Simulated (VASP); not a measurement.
# CsPbCl3 in VASP: notebook

CsPbCl3 is run at these levels: PBE; tasks: single point.

Program: VASP 6.6.1. These are calculated values, not measurements. Logs are shortened: lines on timing, memory, paths and dates and some standing lists are left out, and cuts for length are marked.

## 1. The cell of the first run

The structure is cubic, space group Pm-3m (No. 221). Conventional cell: a = 5.774 Å, b = 5.774 Å, c = 5.774 Å, α = 90.00°, β = 90.00°, γ = 90.00°. Within 5.4 Å of Cs (site symmetry m-3m) lie 12 Cl at 4.08 Å and 8 Pb at 5.00 Å. Within 3.8 Å of Pb (site symmetry m-3m) lie 6 Cl at 2.89 Å. Cl (site symmetry 4/mmm) has 2 Pb at 2.89 Å within 3.8 Å.

## 2. Single point, PBE (38.49 Å³/atom)

INCAR reads:

```
  ALGO = Normal
  EDIFF = 1E-6
  ENCUT = 520
  GGA = PE
  ISIF = 2
  ISMEAR = 0
  LASPH = T
  LCHARG = T
  LELF = T
  LREAL = F
  LVHAR = T
  LWAVE = F
  NBANDS = 30
  NELM = 80
  PREC = Accurate
  SIGMA = 0.05
```

KPOINTS reads:

```
k-points
0
Gamma
  6 6 6
```

POSCAR reads:

```
CsPbCl3
1.0
    5.7736608501      0.0000000000      0.0000000000
    0.0000000000      5.7736608501      0.0000000000
    0.0000000000      0.0000000000      5.7736608501
Cs Pb Cl
1 1 3
Direct
    0.0000000000      0.0000000000      0.0000000000
    0.5000000000      0.5000000000      0.5000000000
    0.0000000000      0.5000000000      0.5000000000
    0.5000000000      0.5000000000      0.0000000000
    0.5000000000      0.0000000000      0.5000000000
```

Potentials or basis: VASP PAW PBE potentials, release 64 (Cs_sv, Pb_d, Cl).

Run with:

```console
$ cat potpaw_PBE.64/Cs_sv/POTCAR potpaw_PBE.64/Pb_d/POTCAR potpaw_PBE.64/Cl/POTCAR > POTCAR
$ mpirun -np 1 vasp_std > vasp.out
```

OUTCAR:

```text
EDIFF = 1E-6
   ENCUT = 520
   GGA = PE
   ISIF = 2
   ISMEAR = 0
   LASPH = T
   LREAL = F
   NELM = 80
   PREC = Accurate

 ion  position               nearest neighbor table
   1  0.000  0.000  0.000-
   2  0.500  0.500  0.500-   3 2.89   4 2.89   5 2.89   4 2.89   5 2.89   3 2.89
   3  0.000  0.500  0.500-   2 2.89   2 2.89
   4  0.500  0.500  0.000-   2 2.89   2 2.89
   5  0.500  0.000  0.500-   2 2.89   2 2.89

  LATTYP: Found a simple cubic cell.
 ALAT       =     5.7736608501

  Lattice vectors:

 A1 = (   5.7736608501,   0.0000000000,   0.0000000000)
 A2 = (   0.0000000000,   5.7736608501,   0.0000000000)
 A3 = (   0.0000000000,   0.0000000000,   5.7736608501)

Analysis of symmetry for initial positions (statically):
=====================================================================
 Subroutine PRICEL returns:
 Original cell was already a primitive cell.

 Routine SETGRP: Setting up the symmetry group for a
 simple cubic supercell.

 Subroutine GETGRP returns: Found 48 space group operations
 (whereof 48 operations were pure point group operations)
 out of a pool of 48 trial point group operations.

The static configuration has the point symmetry O_h .

Analysis of symmetry for dynamics (positions and initial velocities):
=====================================================================
 Subroutine PRICEL returns:
 Original cell was already a primitive cell.

 Routine SETGRP: Setting up the symmetry group for a
 simple cubic supercell.

 Subroutine GETGRP returns: Found 48 space group operations
 (whereof 48 operations were pure point group operations)
 out of a pool of 48 trial point group operations.

The dynamic configuration has the point symmetry O_h .

 Subroutine INISYM returns: Found 48 space group operations
 (whereof 48 operations are pure point group operations),
 and found     1 'primitive' translations

----------------------------------------------------------------------------------------

                                     Primitive cell

  volume of cell :     192.4659

  direct lattice vectors                    reciprocal lattice vectors
     5.773660850  0.000000000  0.000000000     0.173200336  0.000000000  0.000000000
     0.000000000  5.773660850  0.000000000     0.000000000  0.173200336  0.000000000
     0.000000000  0.000000000  5.773660850     0.000000000  0.000000000  0.173200336

  length of vectors
     5.773660850  5.773660850  5.773660850     0.173200336  0.173200336  0.173200336

  position of ions in fractional coordinates (direct lattice)
     0.000000000  0.000000000  0.000000000
     0.500000000  0.500000000  0.500000000
     0.000000000  0.500000000  0.500000000
     0.500000000  0.500000000  0.000000000
     0.500000000  0.000000000  0.500000000

  ion indices of the primitive-cell ions
   primitive index   ion index
                 1           1
                 2           2
                 3           3
                 4           4
                 5           5

----------------------------------------------------------------------------------------

 KPOINTS: k-points

Automatic generation of k-mesh.
 Grid dimensions read from file:
 generate k-points for:    6    6    6

 Generating k-lattice:

  Cartesian coordinates                     Fractional coordinates (reciprocal lattice)
     0.028866723  0.000000000  0.000000000     0.166666667  0.000000000  0.000000000
     0.000000000  0.028866723  0.000000000     0.000000000  0.166666667  0.000000000
     0.000000000  0.000000000  0.028866723     0.000000000  0.000000000  0.166666667

  Length of vectors
     0.028866723  0.028866723  0.028866723

  Shift w.r.t. Gamma in fractional coordinates (k-lattice)
     0.000000000  0.000000000  0.000000000

 Subroutine IBZKPT returns following result:
 ===========================================

 Found     20 irreducible k-points:

 Following reciprocal coordinates:
            Coordinates               Weight
  0.000000  0.000000  0.000000      1.000000
  0.166667  0.000000  0.000000      6.000000
  0.333333  0.000000  0.000000      6.000000
  0.500000  0.000000  0.000000      3.000000
  0.166667  0.166667  0.000000     12.000000
  0.333333  0.166667  0.000000     24.000000
[... 12 lines left out ...]
  0.500000  0.500000  0.333333      6.000000
  0.500000  0.500000  0.500000      1.000000
   k-points           NKPTS =     20   k-points in BZ     NKDIM =     20   number of bands    NBANDS=     30
   number of dos      NEDOS =    301   number of ions     NIONS =      5
   total plane-waves  NPLWV = 110592
   dimension x,y,z NGX =    48 NGY =   48 NGZ =   48
   dimension x,y,z NGXF=    96 NGYF=   96 NGZF=   96
   ions per type =               1   1   3
   NGX,Y,Z   is equivalent  to a cutoff of  13.82, 13.82, 13.82 a.u.
   NGXF,Y,Z  is equivalent  to a cutoff of  27.64, 27.64, 27.64 a.u.
 SYSTEM =  unknown system
   PREC   = accura    normal or accurate (medium, high low for compatibility)
   ISTART =      0    job   : 0-new  1-cont  2-samecut
   ICHARG =      2    charge: 1-file 2-atom 10-const
   ISPIN  =      1    spin polarized calculation?
   LNONCOLLINEAR =      F non collinear calculations
   LSORBIT =      F    spin-orbit coupling
   LASPH  =      T    aspherical Exc in radial PAW
   ENCUT  =  520.0 eV  38.22 Ry    6.18 a.u.  10.74 10.74 10.74*2*pi/ulx,y,z
   NELM   =     80;   NELMIN=  2; NELMDL= -5     # of ELM steps
   EDIFF  = 0.1E-05   stopping-criterion for ELM
   LREAL  =      F    real-space projection
   EDIFFG = 0.1E-04   stopping-criterion for IOM
   NSW    =      0    number of steps for IOM
   IBRION =     -1    ionic relax: 0-MD 1-quasi-New 2-CG
   NFREE  =      0    steps in history (QN), initial steepest desc. (CG)
   ISIF   =      2    stress and relaxation
   ISYM   =      2    0-nonsym 1-usesym 2-fastsym
   POTIM  = 0.5000    time-step for ionic-motion
   TEBEG  =    0.0;   TEEND  =   0.0 temperature during run
   PSTRESS=    0.0 pullay stress
   NELECT =      44.0000    total number of electrons
   NUPDOWN=      -1.0000    fix difference up-down
   EMIN   =  10.00;   EMAX   =-10.00  energy-range for DOS
   EFERMI =   0.00;   METHOD = LEGACY
   ISMEAR =     0;   SIGMA  =   0.05  broadening in eV -4-tet -1-fermi 0-gaus
   EFERMI_NEDOS =   21; number of points for ismear=-14 and -15
   IALGO  =     38    algorithm
   IMIX   =      4    mixing-type and parameters
     AMIX     =   0.40;   BMIX     =  1.00
     AMIX_MAG =   1.60;   BMIX_MAG =  1.00
  volume/ion in A,a.u.               =      38.49       259.76
  Fermi-wavevector in a.u.,A,eV,Ry     =   1.001016  1.891646 13.633493  1.002033
  Thomas-Fermi vector in A             =   2.133411
   LORBIT       =      0    0 simple, 1 ext, 2 COOP (PROOUT), +10 PAW based schemes
   GGA     = PE    functional components
   LHFCALC =     F    Hartree Fock is set to
   AEXX    =    0.0000 exact exchange contribution
   IVDW    =     0    specifies the selected vdW correction
   LEPSILON=     F    determine dielectric tensor
   LRPA    =     F    only Hartree local field effects (RPA)
 non-spin polarized calculation
 Gauss-broadening in eV      SIGMA  =   0.05
  energy-cutoff  :      520.00
  volume of cell :      192.47
 maximum number of plane-waves:      5232
 NGX is ok and might be reduce to    48
   NGX = 21   NGY = 21   NGZ = 21

 number of electron      44.0000012 magnetization

 Free energy of the ion-electron system (eV)
  ---------------------------------------------------
  ext. energy  EPLUGINS =         0.00000000
  ---------------------------------------------------
  free energy    TOTEN  =       -17.56045564 eV

  energy without entropy =      -17.56045564  energy(sigma->0) =      -17.56045564

 E-fermi :   0.9469     XC(G=0):  -7.4463

 val. band max:        0.7275255759   @ k =   0.5000   0.5000   0.5000
 cond. band min:       3.0131762642   @ k =   0.5000   0.5000   0.5000
 fundamental gap:      2.2856506883
 Fermi energy:         0.9469456082

 k-point     1 :       0.0000    0.0000    0.0000
  band No.  band energies     occupation
      1     -20.2176      2.00000
      2     -15.7065      2.00000
      3     -15.7065      2.00000
      4     -15.5682      2.00000
      5     -15.5682      2.00000
      6     -15.5682      2.00000
[... 22 lines left out ...]
     29       6.7371      0.00000
     30       6.7371      0.00000

 k-point     2 :       0.1667    0.0000    0.0000
  band No.  band energies     occupation
      1     -20.2173      2.00000
      2     -15.7064      2.00000
      3     -15.6911      2.00000
      4     -15.5684      2.00000
      5     -15.5684      2.00000
      6     -15.5682      2.00000
[... 22 lines left out ...]
     29       6.5621      0.00000
     30       6.9755      0.00000

 k-point     3 :       0.3333    0.0000    0.0000
  band No.  band energies     occupation
      1     -20.2167      2.00000
      2     -15.7064      2.00000
      3     -15.6597      2.00000
      4     -15.5689      2.00000
      5     -15.5689      2.00000
      6     -15.5682      2.00000
[... 22 lines left out ...]
     29       6.7807      0.00000
     30       7.4755      0.00000

 k-point     4 :       0.5000    0.0000    0.0000
  band No.  band energies     occupation
      1     -20.2164      2.00000
      2     -15.7064      2.00000
      3     -15.6437      2.00000
      4     -15.5691      2.00000
      5     -15.5691      2.00000
      6     -15.5682      2.00000
[... 484 lines left out ...]
     29       6.9672      0.00000
     30       7.3567      0.00000

 k-point    19 :       0.5000    0.5000    0.3333
  band No.  band energies     occupation
      1     -20.2146      2.00000
      2     -15.6245      2.00000
      3     -15.6065      2.00000
      4     -15.5699      2.00000
      5     -15.5697      2.00000
      6     -15.5697      2.00000
[... 22 lines left out ...]
     29       6.8206      0.00000
     30       7.5327      0.00000

 k-point    20 :       0.5000    0.5000    0.5000
  band No.  band energies     occupation
      1     -20.2144      2.00000
      2     -15.6065      2.00000
      3     -15.6065      2.00000
      4     -15.5699      2.00000
      5     -15.5699      2.00000
      6     -15.5699      2.00000
[... 22 lines left out ...]
     29       6.7199      0.00000
     30       7.8432      0.00000

------------------------ aborting loop because EDIFF is reached ----------------------------------------

  FORCE on cell =-STRESS in cart. coord.  units (eV):
  Direction    XX          YY          ZZ          XY          YZ          ZX
  --------------------------------------------------------------------------------------
  -------------------------------------------------------------------------------------
  Total       -0.5535956     -0.5535956     -0.5535956     -0.0000000     -0.0000000      0.0000000
  in kB       -4.6083921     -4.6083921     -4.6083921     -0.0000000     -0.0000000      0.0000000
  external PRESSURE =      -4.6083921 kB  Pullay stress =       0.0000000 kB

 VOLUME and BASIS-vectors are now :
 -----------------------------------------------------------------------------
  energy-cutoff  :      520.00
  volume of cell :      192.47
      direct lattice vectors                 reciprocal lattice vectors
     5.773660850  0.000000000  0.000000000     0.173200336  0.000000000  0.000000000
     0.000000000  5.773660850  0.000000000     0.000000000  0.173200336  0.000000000
     0.000000000  0.000000000  5.773660850     0.000000000  0.000000000  0.173200336

 POSITION                                       TOTAL-FORCE (eV/Angst)
 -----------------------------------------------------------------------------------
      0.00000      0.00000      0.00000         0.000000      0.000000      0.000000
      2.88683      2.88683      2.88683         0.000000      0.000000      0.000000
      0.00000      2.88683      2.88683         0.000000      0.000000      0.000000
      2.88683      2.88683      0.00000         0.000000      0.000000      0.000000
      2.88683      0.00000      2.88683         0.000000      0.000000      0.000000
 -----------------------------------------------------------------------------------
    total drift:                                0.000000     -0.000000     -0.000000

  FREE ENERGIE OF THE ION-ELECTRON SYSTEM (eV)
  ---------------------------------------------------
  free  energy   TOTEN  =       -17.5604556400 eV

  energy  without entropy=      -17.5604556399  energy(sigma->0) =      -17.56045564
```

Run time: 3.8 min. Hardware: 1 thread of Intel Xeon 8259CL, shared host; peak memory 0.39 GiB.

What came out:

| Property | Result |
| --- | --- |
| Free energy | -17.5605 eV |
| Pressure | -0.5 GPa |
| Band gap on the k mesh | 2.29 eV |

Levels at points of the mesh, in eV from the valence-band top:
| k point | band 20 | band 21 | band 22 | band 23 | band 24 | band 25 |
| --- | --- | --- | --- | --- | --- | --- |
| (0.00, 0.00, 0.00) | -1.91 | -1.91 | -1.91 | 3.76 | 4.87 | 4.87 |
| (0.50, 0.00, 0.00) | -1.98 | -1.98 | -1.36 | 3.18 | 5.07 | 5.41 |
| (0.50, 0.50, 0.00) | -2.13 | -1.63 | -0.66 | 2.77 | 2.77 | 5.06 |
| (0.50, 0.50, 0.50) | -1.62 | -1.62 | 0.00 | 2.29 | 2.29 | 2.29 |

Caveat: spin-orbit coupling is left out, which moves the levels of the heavy elements. A k mesh can miss the band edges.

## 3. Single point, PBE (39.25 Å³/atom)

This run uses another cell than the first one, of 39.25 Å³/atom.

INCAR reads:

```
SYSTEM = CsPbCl3
PREC = Accurate ; ENCUT = 520
EDIFF = 1E-7 ; ISMEAR = 0
SIGMA = 0.05 ; LREAL = .False.
LASPH = .True. ; NELM = 80
ALGO = Normal ; ISIF = 2
LWAVE = .False. ; LCHARG = .True.
GGA = PE ; LELF = .True.
LVHAR = .True. ; NBANDS = 30
```

KPOINTS reads:

```
regular mesh
0
Gamma
  6 6 6
  0 0 0
```

POSCAR, as its differences from that of step 2:

```diff
@@ -2,5 +2,5 @@
 1.0
-    5.7736608501      0.0000000000      0.0000000000
-    0.0000000000      5.7736608501      0.0000000000
-    0.0000000000      0.0000000000      5.7736608501
+    5.8111532048      0.0000000000      0.0000000000
+    0.0000000000      5.8111532048      0.0000000000
+    0.0000000000      0.0000000000      5.8111532048
 Cs Pb Cl
```

Potentials or basis: VASP PAW PBE potentials, release 64 (Cs_sv, Pb_d, Cl).

Run with:

```console
$ cat potpaw_PBE.64/Cs_sv/POTCAR potpaw_PBE.64/Pb_d/POTCAR potpaw_PBE.64/Cl/POTCAR > POTCAR
$ mpirun -np 1 vasp_std > vasp.out
```

Wall time 3.6 min (1 thread of Intel Xeon 8259CL, shared host); peak memory 0.38 GiB.

The run converged. Its results:

| Item | Value |
| --- | --- |
| Free energy | -17.5463 eV |
| Pressure | -0.8 GPa |
| Band gap on the k mesh | 2.35 eV |

Levels at points of the mesh, in eV from the valence-band top:
```csv
k point,band 19,band 20,band 21,band 22,band 23,band 24,band 25,band 26
"(0.00, 0.00, 0.00)",-1.84,-1.78,-1.78,-1.78,3.84,4.99,4.99,5.85
"(0.50, 0.00, 0.00)",-1.93,-1.85,-1.85,-1.30,3.20,5.14,5.40,5.40
"(0.50, 0.50, 0.00)",-2.00,-2.00,-1.51,-0.63,2.81,2.81,5.07,5.88
"(0.50, 0.50, 0.50)",-1.50,-1.50,-1.50,0.00,2.35,2.35,2.35,5.59
```

Caveat: spin-orbit coupling is left out, which moves the levels of the heavy elements.

## 4. Single point, PBE (atom 1 (Cs) moved 0.12 Å along x)

INCAR reads:

```
PREC = Accurate ; ENCUT = 520
EDIFF = 1E-7 ; ISMEAR = 0
SIGMA = 0.05 ; LREAL = False
LASPH = True ; NELM = 60
ALGO = Normal ; ISIF = 2
LWAVE = False ; LCHARG = False
GGA = PE ; NBANDS = 30
```

KPOINTS reads:

```
Automatic mesh
0
Gamma
  6 6 6
```

POSCAR reads:

```
CsPbCl3
1.0
    5.7356751395      0.0000000000      0.0000000000
    0.0000000000      5.7356751395      0.0000000000
    0.0000000000      0.0000000000      5.7356751395
Cs Pb Cl
1 1 3
Direct
    0.0209216870      0.0000000000      0.0000000000
    0.5000000000      0.5000000000      0.5000000000
    0.0000000000      0.5000000000      0.5000000000
    0.5000000000      0.5000000000      0.0000000000
    0.5000000000      0.0000000000      0.5000000000
```

Run with:

```console
$ cat potpaw_PBE.64/Cs_sv/POTCAR potpaw_PBE.64/Pb_d/POTCAR potpaw_PBE.64/Cl/POTCAR > POTCAR
$ mpirun -np 1 vasp_std > vasp.out
```

Run time: 2.4 min. Hardware: 1 thread of Intel Xeon Platinum 8488C (Sapphire Rapids), shared host; peak memory 0.44 GiB.

Results (log left out):

```yaml
Free_energy: -17.5648 eV
Pressure: 0.0 GPa
Largest_force: 0.028 eV/Å
Band_gap_on_the_k_mesh: 2.22 eV
```

Forces on the atoms (eV/Å):
```
Cs  -0.011  0.000  0.000
Pb   0.028  0.000  0.000
Cl   0.012  0.000  0.000
Cl  -0.014  0.000  0.000
Cl  -0.014  0.000  0.000
```

Levels at points of the mesh, in eV from the valence-band top:
```
           k point  band 18  band 19  band 20  band 21  band 22  band 23  band 24  band 25  band 26  band 27
(0.00, 0.00, 0.00)    -2.12    -2.12    -2.04    -2.04    -2.04     3.68     4.76     4.76     5.64     5.65
(0.50, 0.00, 0.00)    -2.21    -2.21    -2.13    -2.13    -1.43     3.15     5.00     5.40     5.40     5.57
(0.00, 0.50, 0.00)    -2.22    -2.20    -2.12    -2.12    -1.43     3.15     4.99     5.40     5.40     5.57
(0.50, 0.50, 0.00)    -2.30    -2.28    -2.28    -1.75    -0.69     2.72     2.73     5.04     5.71     5.96
(0.00, 0.50, 0.50)    -2.31    -2.28    -2.28    -1.76    -0.70     2.72     2.72     5.04     5.73     5.95
(0.50, 0.50, 0.50)    -2.30    -1.75    -1.74    -1.74     0.00     2.22     2.22     2.22     5.44     5.91
```

Caveat: the cell differs from its parent crystal (atom 1 (Cs) moved 0.12 Å along x); spin-orbit coupling is left out, which moves the levels of the heavy elements. A k mesh can miss the band edges.

## 5. Single point, PBE

This run uses another cell than the first one, of 37.74 Å³/atom.

INCAR reads:

```
  PREC = Accurate
  ENCUT = 520
  EDIFF = 1E-7
  ISMEAR = 0
  SIGMA = 0.05
  LREAL = F
  LASPH = T
  NELM = 100
  ALGO = Normal
  ISIF = 2
  LWAVE = F
  LCHARG = T
  GGA = PE
  LELF = T
  LVHAR = T
  NBANDS = 30
```

KPOINTS is that of step 4.

POSCAR reads:

```
CsPbCl3
1.0
    5.7356751395      0.0000000000      0.0000000000
    0.0000000000      5.7356751395     -0.0286783757
    0.0000000000     -0.0286783757      5.7356751395
Cs Pb Cl
1 1 3
Direct
    0.0000000000      0.0000000000      0.0000000000
    0.5000000000      0.5000000000      0.5000000000
    0.0000000000      0.5000000000      0.5000000000
    0.5000000000      0.5000000000      0.0000000000
    0.5000000000      0.0000000000      0.5000000000
```

Run with:

```console
$ cat potpaw_PBE.64/Cs_sv/POTCAR potpaw_PBE.64/Pb_d/POTCAR potpaw_PBE.64/Cl/POTCAR > POTCAR
$ mpirun -np 1 vasp_std > vasp.out
```

Run time: 3.7 min. Hardware: 1 thread of Intel Xeon Platinum 8488C (Sapphire Rapids), shared host; peak memory 0.49 GiB.

Results (log left out):

- Free energy: -17.5651 eV
- Pressure: 0.0 GPa
- Band gap on the k mesh: 2.20 eV

Stress tensor (GPa, compression positive):
```
-0.04  0.00  0.00
 0.00 -0.04  0.05
 0.00  0.05 -0.04
```

Levels at points of the mesh, in eV from the valence-band top:
```
           k point  band 20  band 21  band 22  band 23  band 24  band 25
(0.00, 0.00, 0.00)    -2.05    -2.04    -2.03     3.67     4.75     4.75
(0.50, 0.00, 0.00)    -2.15    -2.10    -1.43     3.15     4.99     5.36
(0.00, 0.50, 0.00)    -2.12    -2.12    -1.43     3.15     4.99     5.40
(0.50, 0.50, 0.00)    -2.28    -1.75    -0.69     2.72     2.72     5.04
(0.00, 0.50, 0.50)    -2.28    -1.75    -0.69     2.71     2.74     5.04
(0.50, 0.50, 0.50)    -1.74    -1.74     0.00     2.20     2.22     2.24
```

Caveat: spin-orbit coupling is left out, which moves the levels of the heavy elements.

## 6. The runs side by side

| cell | gap on the mesh (eV) | pressure (GPa) |
| --- | --- | --- |
| a = 5.774 Å, 5 atoms, atomic positions A | 2.29 | -0.5 |
| a = 5.811 Å, 5 atoms, atomic positions A | 2.35 | -0.8 |
| a = 5.736 Å, 5 atoms, atomic positions B | 2.22 | 0.0 |
| a = 5.736 Å, angles 90.6, 90.0, 90.0°, 5 atoms, atomic positions A | 2.20 | 0.0 |

Alike in all rows: task single point; level PBE; potentials or basis VASP PAW PBE potentials, release 64 (Cs_sv, Pb_d, Cl); no spin polarisation; k mesh 6 × 6 × 6; cutoff (eV) 520; smearing gaussian 0.05 eV.

Caveats: spin-orbit coupling is left out, which moves the levels of the heavy elements.

Total energies depend on the potentials used, so only differences within one code and one set of settings carry meaning.
